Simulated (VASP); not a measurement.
# BiTe in VASP: settings compared

Aim: see how the results for BiTe move with the level of theory and the settings. Levels: PBE, RPBE, PBEsol. Tasks: single point.

Program: VASP 6.6.1. These are calculated values, not measurements. Logs are shortened: lines on timing, memory, paths and dates and some standing lists are left out, and cuts for length are marked.

### Step 1. The cell of the first run

The structure is tetragonal, space group I4/mmm (No. 139). Conventional cell: a = 4.621 Å, b = 4.621 Å, c = 6.470 Å, α = 90.00°, β = 90.00°, γ = 90.00°. Within 4.3 Å of Bi (site symmetry 4/mmm) lie 6 Te at 3.23 to 3.27 Å. Te (site symmetry 4/mmm) has 6 Bi at 3.23 to 3.27 Å within 4.3 Å.

### Step 2. Single point, PBE

Contents of INCAR:

```
ALGO     = Normal         # electronic algorithm
EDIFF    = 1E-6           # SCF threshold, eV
ENCUT    = 500            # plane-wave cutoff, eV
GGA      = PE             # functional
GGA_COMPAT= False        
ISIF     = 2              # what is computed and relaxed
ISMEAR   = -1             # smearing method
LASPH    = True           # aspherical terms in the spheres
LCHARG   = False          # write CHGCAR
LREAL    = False          # projectors in reciprocal space
LWAVE    = False          # write WAVECAR
NBANDS   = 18             # bands
NELM     = 120            # most SCF steps
PREC     = Accurate       # precision mode
SIGMA    = 0.05           # smearing width, eV
```

Contents of KPOINTS:

```
k-points
0
Gamma
  6 6 6
```

Contents of POSCAR:

```
BiTe
1.0
    0.0000000000      3.2673500000      3.2350000000
    3.2673500000      0.0000000000      3.2350000000
    3.2673500000      3.2673500000      0.0000000000
Bi Te
1 1
Direct
    0.0000000000      0.0000000000      0.0000000000
    0.5000000000      0.5000000000      0.5000000000
```

Potentials or basis: VASP PAW PBE potentials, release 64 (Bi_d, Te).

Launch:

```console
> cat potpaw_PBE.64/Bi_d/POTCAR potpaw_PBE.64/Te/POTCAR > POTCAR
> mpirun -np 1 vasp_std > vasp.out
```

OUTCAR:

```text
EDIFF = 1E-6
   ENCUT = 500
   GGA = PE
   ISIF = 2
   ISMEAR = -1
   LASPH = True
   LREAL = False
   NELM = 120
   PREC = Accurate

 ion  position               nearest neighbor table
   1  0.000  0.000  0.000-   2 3.23   2 3.23   2 3.27   2 3.27   2 3.27   2 3.27
   2  0.500  0.500  0.500-   1 3.23   1 3.23   1 3.27   1 3.27   1 3.27   1 3.27

  LATTYP: Found a body centered tetragonal cell.
 ALAT       =     4.6207306830
 C/A-ratio  =     1.4002114479

  Lattice vectors:

 A1 = (   0.0000000000,  -3.2673500000,  -3.2350000000)
 A2 = (   0.0000000000,   3.2673500000,  -3.2350000000)
 A3 = (   3.2673500000,   0.0000000000,   3.2350000000)

Analysis of symmetry for initial positions (statically):
=====================================================================
 Subroutine PRICEL returns:
 Original cell was already a primitive cell.

 Routine SETGRP: Setting up the symmetry group for a
 body centered tetragonal supercell.

 Subroutine GETGRP returns: Found 16 space group operations
 (whereof 16 operations were pure point group operations)
 out of a pool of 16 trial point group operations.

The static configuration has the point symmetry D_4h.

Analysis of symmetry for dynamics (positions and initial velocities):
=====================================================================
 Subroutine PRICEL returns:
 Original cell was already a primitive cell.

 Routine SETGRP: Setting up the symmetry group for a
 body centered tetragonal supercell.

 Subroutine GETGRP returns: Found 16 space group operations
 (whereof 16 operations were pure point group operations)
 out of a pool of 16 trial point group operations.

The dynamic configuration has the point symmetry D_4h.

 Subroutine INISYM returns: Found 16 space group operations
 (whereof 16 operations are pure point group operations),
 and found     1 'primitive' translations

----------------------------------------------------------------------------------------

                                     Primitive cell

  volume of cell :      69.0710

  direct lattice vectors                    reciprocal lattice vectors
     0.000000000  3.267350000  3.235000000    -0.153029213  0.153029213  0.154559505
     3.267350000  0.000000000  3.235000000     0.153029213 -0.153029213  0.154559505
     3.267350000  3.267350000  0.000000000     0.153029213  0.153029213 -0.154559505

  length of vectors
     4.597912681  4.597912681  4.620730683     0.265940822  0.265940822  0.265940822

  position of ions in fractional coordinates (direct lattice)
     0.000000000  0.000000000  0.000000000
     0.500000000  0.500000000  0.500000000

  ion indices of the primitive-cell ions
   primitive index   ion index
                 1           1
                 2           2

----------------------------------------------------------------------------------------

 KPOINTS: k-points

Automatic generation of k-mesh.
 Grid dimensions read from file:
 generate k-points for:    6    6    6

 Generating k-lattice:

  Cartesian coordinates                     Fractional coordinates (reciprocal lattice)
    -0.025504869  0.025504869  0.025759918     0.166666667  0.000000000  0.000000000
     0.025504869 -0.025504869  0.025759918     0.000000000  0.166666667  0.000000000
     0.025504869  0.025504869 -0.025759918     0.000000000  0.000000000  0.166666667

  Length of vectors
     0.044323470  0.044323470  0.044323470

  Shift w.r.t. Gamma in fractional coordinates (k-lattice)
     0.000000000  0.000000000  0.000000000

 Subroutine IBZKPT returns following result:
 ===========================================

 Found     30 irreducible k-points:

 Following reciprocal coordinates:
            Coordinates               Weight
  0.000000  0.000000  0.000000      1.000000
  0.166667 -0.000000  0.000000      8.000000
  0.333333  0.000000  0.000000      8.000000
  0.500000 -0.000000  0.000000      4.000000
  0.166667  0.166667  0.000000      2.000000
  0.333333  0.166667  0.000000      8.000000
[... 16 lines left out ...]
  0.333333  0.000000  0.333333      4.000000
  0.500000 -0.000000  0.333333     16.000000
 [... further k-points ...]
   k-points           NKPTS =     30   k-points in BZ     NKDIM =     30   number of bands    NBANDS=     18
   number of dos      NEDOS =    301   number of ions     NIONS =      2
   total plane-waves  NPLWV =  46656
   dimension x,y,z NGX =    36 NGY =   36 NGZ =   36
   dimension x,y,z NGXF=    72 NGYF=   72 NGZF=   72
   ions per type =               1   1
   NGX,Y,Z   is equivalent  to a cutoff of  13.02, 13.02, 12.95 a.u.
   NGXF,Y,Z  is equivalent  to a cutoff of  26.03, 26.03, 25.90 a.u.
 SYSTEM =  unknown system
   PREC   = accura    normal or accurate (medium, high low for compatibility)
   ISTART =      0    job   : 0-new  1-cont  2-samecut
   ICHARG =      2    charge: 1-file 2-atom 10-const
   ISPIN  =      1    spin polarized calculation?
   LNONCOLLINEAR =      F non collinear calculations
   LSORBIT =      F    spin-orbit coupling
   LASPH  =      T    aspherical Exc in radial PAW
   ENCUT  =  500.0 eV  36.75 Ry    6.06 a.u.   8.38  8.38  8.42*2*pi/ulx,y,z
   NELM   =    120;   NELMIN=  2; NELMDL= -5     # of ELM steps
   EDIFF  = 0.1E-05   stopping-criterion for ELM
   LREAL  =      F    real-space projection
   EDIFFG = 0.1E-04   stopping-criterion for IOM
   NSW    =      0    number of steps for IOM
   IBRION =     -1    ionic relax: 0-MD 1-quasi-New 2-CG
   NFREE  =      0    steps in history (QN), initial steepest desc. (CG)
   ISIF   =      2    stress and relaxation
   ISYM   =      2    0-nonsym 1-usesym 2-fastsym
   POTIM  = 0.5000    time-step for ionic-motion
   TEBEG  =    0.0;   TEEND  =   0.0 temperature during run
   PSTRESS=    0.0 pullay stress
   NELECT =      21.0000    total number of electrons
   NUPDOWN=      -1.0000    fix difference up-down
   EMIN   =  10.00;   EMAX   =-10.00  energy-range for DOS
   EFERMI =   0.00;   METHOD = LEGACY
   ISMEAR =    -1;   SIGMA  =   0.05  broadening in eV -4-tet -1-fermi 0-gaus
   EFERMI_NEDOS =   21; number of points for ismear=-14 and -15
   IALGO  =     38    algorithm
   IMIX   =      4    mixing-type and parameters
     AMIX     =   0.40;   BMIX     =  1.00
     AMIX_MAG =   1.60;   BMIX_MAG =  1.00
  volume/ion in A,a.u.               =      34.54       233.06
  Fermi-wavevector in a.u.,A,eV,Ry     =   1.100819  2.080247 16.487585  1.211803
  Thomas-Fermi vector in A             =   2.237237
   LORBIT       =      0    0 simple, 1 ext, 2 COOP (PROOUT), +10 PAW based schemes
   GGA     = PE    functional components
   LHFCALC =     F    Hartree Fock is set to
   AEXX    =    0.0000 exact exchange contribution
   IVDW    =     0    specifies the selected vdW correction
   LEPSILON=     F    determine dielectric tensor
   LRPA    =     F    only Hartree local field effects (RPA)
 non-spin polarized calculation
  energy-cutoff  :      500.00
  volume of cell :       69.07
 maximum number of plane-waves:      1791
 NGX is ok and might be reduce to    36
   NGX = 17   NGY = 17   NGZ = 17

 number of electron      20.9999995 magnetization

 Free energy of the ion-electron system (eV)
  ---------------------------------------------------
  ext. energy  EPLUGINS =         0.00000000
  ---------------------------------------------------
  free energy    TOTEN  =        -7.17434749 eV

  energy without entropy =       -7.15704141  energy(sigma->0) =       -7.16569445

 E-fermi :   6.3211     XC(G=0):  -9.3458

 val. band max:        6.2906788214   @ k =  -0.1667   0.1667   0.0000
 cond. band min:       6.3417252033   @ k =  -0.1667   0.0000   0.1667
 fundamental gap:      0.0510463819
 Fermi energy:         6.3211120796

 k-point     1 :       0.0000    0.0000    0.0000
  band No.  band energies     occupation
      1     -16.7391      2.00000
      2     -16.7337      2.00000
      3     -16.7337      2.00000
      4     -16.7261      2.00000
      5     -16.7240      2.00000
      6      -6.9760      2.00000
[... 10 lines left out ...]
     17      12.4090      0.00000
     18      12.9834      0.00000

 k-point     2 :       0.1667   -0.0000    0.0000
  band No.  band energies     occupation
      1     -16.7399      2.00000
      2     -16.7329      2.00000
      3     -16.7327      2.00000
      4     -16.7264      2.00000
      5     -16.7230      2.00000
      6      -6.7353      2.00000
[... 10 lines left out ...]
     17      13.8368      0.00000
     18      14.2300      0.00000

 k-point     3 :       0.3333    0.0000    0.0000
  band No.  band energies     occupation
      1     -16.7418      2.00000
      2     -16.7325      2.00000
      3     -16.7314      2.00000
      4     -16.7253      2.00000
      5     -16.7209      2.00000
      6      -6.0339      2.00000
[... 10 lines left out ...]
     17      15.7402      0.00000
     18      16.7407      0.00000

 k-point     4 :       0.5000   -0.0000    0.0000
  band No.  band energies     occupation
      1     -16.7429      2.00000
      2     -16.7331      2.00000
      3     -16.7307      2.00000
      4     -16.7241      2.00000
      5     -16.7197      2.00000
      6      -5.0756      2.00000
[... 375 lines left out ...]
      4     -16.7242      2.00000
      5     -16.7240      2.00000
      6      -4.9222      2.00000
[... 10 lines left out ...]
     17      16.5182      0.00000
     18      16.7673      0.00000

 k-point    23 :       0.3333    0.0000    0.3333
  band No.  band energies     occupation
      1     -16.7422      2.00000
      2     -16.7360      2.00000
      3     -16.7289      2.00000
      4     -16.7264      2.00000
      5     -16.7173      2.00000
      6      -5.8710      2.00000
[... 10 lines left out ...]
     17      14.9998      0.00000
     18      15.0837      0.00000

 k-point    24 :       0.5000   -0.0000    0.3333
  band No.  band energies     occupation
      1     -16.7432      2.00000
      2     -16.7350      2.00000
      3     -16.7297      2.00000
      4     -16.7252      2.00000
      5     -16.7163      2.00000
      6      -5.3233      2.00000
[... 10 lines left out ...]
     17      15.9070      0.00000
     18      16.1511      0.00000

 [... further k-points ...]

------------------------ aborting loop because EDIFF is reached ----------------------------------------

  FORCE on cell =-STRESS in cart. coord.  units (eV):
  Direction    XX          YY          ZZ          XY          YZ          ZX
  --------------------------------------------------------------------------------------
  -------------------------------------------------------------------------------------
  Total       -0.0887476     -0.0887476      0.0612936      0.0000000      0.0000000      0.0000000
  in kB       -2.0585978     -2.0585978      1.4217732      0.0000000      0.0000000      0.0000000
  external PRESSURE =      -0.8984741 kB  Pullay stress =       0.0000000 kB

 VOLUME and BASIS-vectors are now :
 -----------------------------------------------------------------------------
  energy-cutoff  :      500.00
  volume of cell :       69.07
      direct lattice vectors                 reciprocal lattice vectors
     0.000000000  3.267350000  3.235000000    -0.153029213  0.153029213  0.154559505
     3.267350000  0.000000000  3.235000000     0.153029213 -0.153029213  0.154559505
     3.267350000  3.267350000  0.000000000     0.153029213  0.153029213 -0.154559505

 POSITION                                       TOTAL-FORCE (eV/Angst)
 -----------------------------------------------------------------------------------
      0.00000      0.00000      0.00000         0.000000     -0.000000      0.000000
      3.26735      3.26735      3.23500        -0.000000      0.000000      0.000000
 -----------------------------------------------------------------------------------
    total drift:                               -0.000000      0.000000      0.000000

  FREE ENERGIE OF THE ION-ELECTRON SYSTEM (eV)
  ---------------------------------------------------
  free  energy   TOTEN  =        -7.1743474877 eV

  energy  without entropy=       -7.1570414089  energy(sigma->0) =       -7.16569445
```

It took 51 s on 1 thread of Intel Xeon 8259CL, shared host; peak memory 0.22 GiB.

What came out:

| Property | Result |
| --- | --- |
| Free energy | -7.1743 eV |
| Pressure | -0.1 GPa |

Stress tensor (GPa, compression positive):
```
-0.21  0.00  0.00
 0.00 -0.21  0.00
 0.00  0.00  0.14
```

Levels at points of the mesh, in eV from the Fermi level:
```csv
k point,band 7,band 8,band 9,band 10,band 11,band 12,band 13,band 14
"(0.00, 0.00, 0.00)",-8.11,-2.49,-2.36,-2.36,2.13,2.13,2.35,4.76
"(0.50, 0.00, 0.00)",-11.09,-1.79,-1.78,-1.51,-0.72,-0.51,-0.49,7.37
"(0.50, 0.50, 0.00)",-9.93,-5.46,-3.84,-3.84,2.39,3.57,3.57,5.00
"(0.50, 0.00, 0.50)",-9.82,-5.42,-3.89,-3.76,2.41,3.48,3.72,4.86
```

Caveat: spin-orbit coupling is left out, which moves the levels of the heavy elements.

(Part 1 of 3 ends here.)
